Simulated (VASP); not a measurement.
# TiSi3W (P-62m) in VASP: further runs, part 2 of 2

VASP 6.6.1.

**3. Relaxation of cell and atoms, PBE**

INCAR reads:

```
PREC = Accurate ; ENCUT = 600
EDIFF = 1E-6 ; ISMEAR = 0
SIGMA = 0.1 ; LREAL = F
LASPH = T ; NELM = 100
ALGO = Normal ; ISIF = 3
LWAVE = F ; LCHARG = F
GGA = PE ; IBRION = 2
NSW = 90 ; EDIFFG = -0.04
```

KPOINTS reads:

```
regular mesh
0
Gamma
  6 6 4
```

POSCAR reads:

```
TiSi3W
1.0
    4.7303823400      0.0000000000      0.0000000000
   -2.3651911700      4.0966312800      0.0000000000
    0.0000000000      0.0000000000      4.1924566100
Ti Si W
1 3 1
Direct
    0.0000000000      0.0000000000      0.0000000000
    0.3761700000      0.0000000000      0.5000000000
    0.0000000000      0.3761700000      0.5000000000
    0.6238300000      0.6238300000      0.5000000000
    0.0000000000      0.0000000000      0.5000000000
```

Potentials or basis: VASP PAW PBE potentials, release 64 (Ti_sv, Si, W_sv).

The run is started by

```bash
$ cat potpaw_PBE.64/Ti_sv/POTCAR potpaw_PBE.64/Si/POTCAR potpaw_PBE.64/W_sv/POTCAR > POTCAR
$ mpirun -np 1 vasp_std > vasp.out
```

OUTCAR:

```text
PREC = Accurate
   ENCUT = 600
   EDIFF = 1E-6
   ISMEAR = 0
   LREAL = F
   LASPH = T
   NELM = 100
   ISIF = 3
   GGA = PE
   IBRION = 2
   NSW = 90
   EDIFFG = -0.04

 ion  position               nearest neighbor table
   1  0.000  0.000  0.000-   5 2.10   5 2.10   2 2.75   2 2.75   4 2.75   3 2.75   4 2.75   3 2.75

   2  0.376  0.000  0.500-   5 1.78   4 2.57   3 2.57   4 2.57   3 2.57   1 2.75   1 2.75   5 2.95
                             3 3.08   4 3.08
   3  0.000  0.376  0.500-   5 1.78   4 2.57   4 2.57   2 2.57   2 2.57   1 2.75   1 2.75   5 2.95
                             2 3.08   4 3.08
   4  0.624  0.624  0.500-   5 1.78   3 2.57   3 2.57   2 2.57   2 2.57   1 2.75   1 2.75   5 2.95
                             2 3.08   3 3.08
   5  0.000  0.000  0.500-   2 1.78   3 1.78   4 1.78   1 2.10   1 2.10   2 2.95   3 2.95   4 2.95

  LATTYP: Found a hexagonal cell.
 ALAT       =     4.7303823400
 C/A-ratio  =     0.8862828221

  Lattice vectors:

 A1 = (   4.7303823400,   0.0000000000,   0.0000000000)
 A2 = (  -2.3651911700,   4.0966312800,   0.0000000000)
 A3 = (   0.0000000000,   0.0000000000,   4.1924566100)

Analysis of symmetry for initial positions (statically):
=====================================================================
 Subroutine PRICEL returns:
 Original cell was already a primitive cell.

 Routine SETGRP: Setting up the symmetry group for a
 hexagonal supercell.

 Subroutine GETGRP returns: Found 12 space group operations
 (whereof 12 operations were pure point group operations)
 out of a pool of 24 trial point group operations.

The static configuration has the point symmetry D_3h.

Analysis of symmetry for dynamics (positions and initial velocities):
=====================================================================
 Subroutine PRICEL returns:
 Original cell was already a primitive cell.

 Routine SETGRP: Setting up the symmetry group for a
 hexagonal supercell.

 Subroutine GETGRP returns: Found 12 space group operations
 (whereof 12 operations were pure point group operations)
 out of a pool of 24 trial point group operations.

The dynamic configuration has the point symmetry D_3h.

 Subroutine INISYM returns: Found 12 space group operations
 (whereof 12 operations are pure point group operations),
 and found     1 'primitive' translations

----------------------------------------------------------------------------------------

                                     Primitive cell

  volume of cell :      81.2441

  direct lattice vectors                    reciprocal lattice vectors
     4.730382340  0.000000000  0.000000000     0.211399402  0.122051502  0.000000000
    -2.365191170  4.096631280  0.000000000     0.000000000  0.244103004  0.000000000
     0.000000000  0.000000000  4.192456610     0.000000000  0.000000000  0.238523637

  length of vectors
     4.730382340  4.730382343  4.192456610     0.244103004  0.244103004  0.238523637

  position of ions in fractional coordinates (direct lattice)
     0.000000000  0.000000000  0.000000000
     0.376170000  0.000000000  0.500000000
     0.000000000  0.376170000  0.500000000
     0.623830000  0.623830000  0.500000000
     0.000000000  0.000000000  0.500000000

  ion indices of the primitive-cell ions
   primitive index   ion index
                 1           1
                 2           2
                 3           3
                 4           4
                 5           5

----------------------------------------------------------------------------------------

 KPOINTS: regular mesh

Automatic generation of k-mesh.
 Grid dimensions read from file:
 generate k-points for:    6    6    4

 Generating k-lattice:

  Cartesian coordinates                     Fractional coordinates (reciprocal lattice)
     0.035233234  0.020341917  0.000000000     0.166666667  0.000000000  0.000000000
     0.000000000  0.040683834  0.000000000     0.000000000  0.166666667  0.000000000
     0.000000000  0.000000000  0.059630909     0.000000000  0.000000000  0.250000000

  Length of vectors
     0.040683834  0.040683834  0.059630909

  Shift w.r.t. Gamma in fractional coordinates (k-lattice)
     0.000000000  0.000000000  0.000000000

 Subroutine IBZKPT returns following result:
 ===========================================

 Found     21 irreducible k-points:

 Following reciprocal coordinates:
            Coordinates               Weight
  0.000000  0.000000  0.000000      1.000000
  0.166667 -0.000000  0.000000      6.000000
  0.333333  0.000000  0.000000      6.000000
  0.500000 -0.000000  0.000000      3.000000
  0.166667  0.166667  0.000000      6.000000
  0.333333  0.166667  0.000000     12.000000
[... 13 lines left out ...]
  0.333333  0.166667  0.500000     12.000000
  0.333333  0.333333  0.500000      2.000000
   k-points           NKPTS =     21   k-points in BZ     NKDIM =     21   number of bands    NBANDS=     23
   number of dos      NEDOS =    301   number of ions     NIONS =      5
   total plane-waves  NPLWV =  57600
   dimension x,y,z NGX =    40 NGY =   40 NGZ =   36
   dimension x,y,z NGXF=    80 NGYF=   80 NGZF=   72
   ions per type =               1   3   1
   NGX,Y,Z   is equivalent  to a cutoff of  14.06, 14.06, 14.28 a.u.
   NGXF,Y,Z  is equivalent  to a cutoff of  28.12, 28.12, 28.55 a.u.
 SYSTEM =  unknown system
   PREC   = accura    normal or accurate (medium, high low for compatibility)
   ISTART =      0    job   : 0-new  1-cont  2-samecut
   ICHARG =      2    charge: 1-file 2-atom 10-const
   ISPIN  =      1    spin polarized calculation?
   LNONCOLLINEAR =      F non collinear calculations
   LSORBIT =      F    spin-orbit coupling
   LASPH  =      T    aspherical Exc in radial PAW
   ENCUT  =  600.0 eV  44.10 Ry    6.64 a.u.   9.45  9.45  8.37*2*pi/ulx,y,z
   NELM   =    100;   NELMIN=  2; NELMDL= -5     # of ELM steps
   EDIFF  = 0.1E-05   stopping-criterion for ELM
   LREAL  =      F    real-space projection
   EDIFFG = -.4E-01   stopping-criterion for IOM
   NSW    =     90    number of steps for IOM
   IBRION =      2    ionic relax: 0-MD 1-quasi-New 2-CG
   NFREE  =      1    steps in history (QN), initial steepest desc. (CG)
   ISIF   =      3    stress and relaxation
   ISYM   =      2    0-nonsym 1-usesym 2-fastsym
   POTIM  = 0.5000    time-step for ionic-motion
   TEBEG  =    0.0;   TEEND  =   0.0 temperature during run
   PSTRESS=    0.0 pullay stress
   NELECT =      38.0000    total number of electrons
   NUPDOWN=      -1.0000    fix difference up-down
   EMIN   =  10.00;   EMAX   =-10.00  energy-range for DOS
   EFERMI =   0.00;   METHOD = LEGACY
   ISMEAR =     0;   SIGMA  =   0.10  broadening in eV -4-tet -1-fermi 0-gaus
   EFERMI_NEDOS =   21; number of points for ismear=-14 and -15
   IALGO  =     38    algorithm
   IMIX   =      4    mixing-type and parameters
     AMIX     =   0.40;   BMIX     =  1.00
     AMIX_MAG =   1.60;   BMIX_MAG =  1.00
  volume/ion in A,a.u.               =      16.25       109.65
  Fermi-wavevector in a.u.,A,eV,Ry     =   1.270785  2.401436 21.971979  1.614895
  Thomas-Fermi vector in A             =   2.403754
   LORBIT       =      0    0 simple, 1 ext, 2 COOP (PROOUT), +10 PAW based schemes
   GGA     = PE    functional components
   LHFCALC =     F    Hartree Fock is set to
   AEXX    =    0.0000 exact exchange contribution
   IVDW    =     0    specifies the selected vdW correction
   LEPSILON=     F    determine dielectric tensor
   LRPA    =     F    only Hartree local field effects (RPA)
 conjugate gradient relaxation of ions
 non-spin polarized calculation
 Gauss-broadening in eV      SIGMA  =   0.10
  energy-cutoff  :      600.00
  volume of cell :       81.24
 maximum number of plane-waves:      2741
 NGX is ok and might be reduce to    40
   NGX = 19   NGY = 19   NGZ = 17

--------------------------------------- Ionic step        1  -------------------------------------------

 number of electron      38.0000002 magnetization

 Free energy of the ion-electron system (eV)
  ---------------------------------------------------
  ext. energy  EPLUGINS =         0.00000000
  ---------------------------------------------------
  free energy    TOTEN  =       -13.86990005 eV

  energy without entropy =      -13.85699908  energy(sigma->0) =      -13.86344957

------------------------ aborting loop because EDIFF is reached ----------------------------------------

  FORCE on cell =-STRESS in cart. coord.  units (eV):
  Direction    XX          YY          ZZ          XY          YZ          ZX
  --------------------------------------------------------------------------------------
  -------------------------------------------------------------------------------------
  Total       62.7862066     62.7862067     29.1587959      0.0000000      0.0000000      0.0000000
  in kB     1238.1781308   1238.1781332    575.0273084      0.0000000      0.0000000      0.0000000
  external PRESSURE =    1017.1278575 kB  Pullay stress =       0.0000000 kB
[... 1760 lines left out ...]
     22       8.3899      0.00000
     23       9.0902      0.00000

[... ionic steps 4 to 15 ...]

--------------------------------------- Ionic step       16  -------------------------------------------

 number of electron      37.9999996 magnetization

------------------------ aborting loop because EDIFF is reached ----------------------------------------
[... 73 lines left out ...]
--------------------------------------- Ionic step       18  -------------------------------------------

 number of electron      37.9999997 magnetization

 Free energy of the ion-electron system (eV)
  ---------------------------------------------------
  ext. energy  EPLUGINS =         0.00000000
  ---------------------------------------------------
  free energy    TOTEN  =       -33.34286219 eV

  energy without entropy =      -33.32166427  energy(sigma->0) =      -33.33226323

 E-fermi :   6.3412     XC(G=0):  -9.7332

 val. band max:        6.2871553932   @ k =   0.0000   0.0000   0.2500
 cond. band min:       6.3853273191   @ k =   0.3333   0.1667   0.0000
 fundamental gap:      0.0981719259
 Fermi energy:         6.3412492914
[... 576 lines left out ...]
  FREE ENERGIE OF THE ION-ELECTRON SYSTEM (eV)
  ---------------------------------------------------
  free  energy   TOTEN  =       -33.3428621937 eV

  energy  without entropy=      -33.3216642738  energy(sigma->0) =      -33.33226323

 reached required accuracy - stopping structural energy minimisation
```

CONTCAR:

```text
TiSi3W
   1.00000000000000
     4.9675202536903829    0.0000000000000000    0.0000000000000000
    -2.4837601268451914    4.3019987379059224   -0.0000000000000000
     0.0000000000000000    0.0000000000000000    5.0277007117754273
  Ti              Si              W
     1     3     1
Direct
     0.0000000000000000    0.0000000000000000    0.0000000000000000
     0.5000826753364378    0.0000000000000000    0.5000000000000000
     0.0000000000405751    0.5000826754175881    0.5000000000000000
     0.4999173246229872    0.4999173245824119    0.5000000000000000
     0.0000000000000000    0.0000000000000000    0.5000000000000000

  0.00000000E+00  0.00000000E+00  0.00000000E+00
  0.00000000E+00  0.00000000E+00  0.00000000E+00
  0.00000000E+00  0.00000000E+00  0.00000000E+00
  0.00000000E+00  0.00000000E+00  0.00000000E+00
  0.00000000E+00  0.00000000E+00  0.00000000E+00
```

Run time: 15 min. Hardware: 1 thread of Intel Xeon Platinum 8259CL at 2.50GHz (Skylake/Cascade Lake), shared host; peak memory 0.27 GiB.

What came out:

```
Free energy                           : -33.3429 eV
Relaxed volume                        : 21.49 Å³/atom
Relaxed cell                          : a = 4.968 Å, b = 4.968 Å, c = 5.028 Å, α = 90.00°, β = 90.00°, γ = 120.00°
Space group after relaxing (to 0.1 Å) : P6/mmm (No. 191)
Energy gained by relaxing             : 3894.6 meV/atom
Ionic steps                           : 18
Pressure after relaxing               : 0.0 GPa
Largest force after relaxing          : 0.006 eV/Å
Band gap on the k mesh                : zero (bands 19 and 20 overlap by 0.64 eV)
```

Forces in eV/Å, atoms in the order of the input:
```
Ti   0.000  0.000  0.000
Si  -0.006  0.000  0.000
Si   0.003 -0.005  0.000
Si   0.003  0.005  0.000
W    0.000  0.000  0.000
```

Step by step:
```tsv
step	energy change (eV)	largest force (eV/Å)	pressure (GPa)	volume (Å³)
1	0.0000	24.2875	101.71	81.24
2	-9.7668	2.2703	-8.55	268.43
3	-10.3006	2.0649	-8.97	248.71
4	-10.8684	1.8754	-9.41	230.92
5	-15.6757	0.4017	-10.89	143.78
6	-18.1195	0.3312	-3.46	109.68
7	-17.7070	2.2531	12.44	94.90
8	-18.2112	0.6090	-0.22	105.59
9	-18.2135	0.7226	0.83	104.40
10	-19.2267	0.6447	-1.02	106.49
11	-19.2015	0.0149	3.64	107.89
12	-19.4466	0.4153	0.54	107.44
13	-19.4507	0.4549	0.32	107.35
14	-19.4504	0.4689	0.25	107.31
15	-19.4703	0.1429	-0.37	107.85
16	-19.4717	0.0324	-0.58	108.04
17	-19.4719	0.0424	0.46	106.91
18	-19.4730	0.0060	-0.02	107.44
```

Final structure:
```
Ti Si W
1.0
     4.96752    0.00000    0.00000
    -2.48376    4.30200    0.00000
     0.00000    0.00000    5.02770
Ti Si W
1 3 1
Direct
  0.00000 0.00000 0.00000
  0.50008 0.00000 0.50000
  0.00000 0.50008 0.50000
  0.49992 0.49992 0.50000
  0.00000 0.00000 0.50000
```

Caveat: the k points lie up to 0.31 Å⁻¹ apart in the final cell, too coarse for converged energies and pressures of a metal; the volume moved by over 15 % at a fixed basis, so the end points are rough; spin-orbit coupling is left out, which moves the levels of the heavy elements.
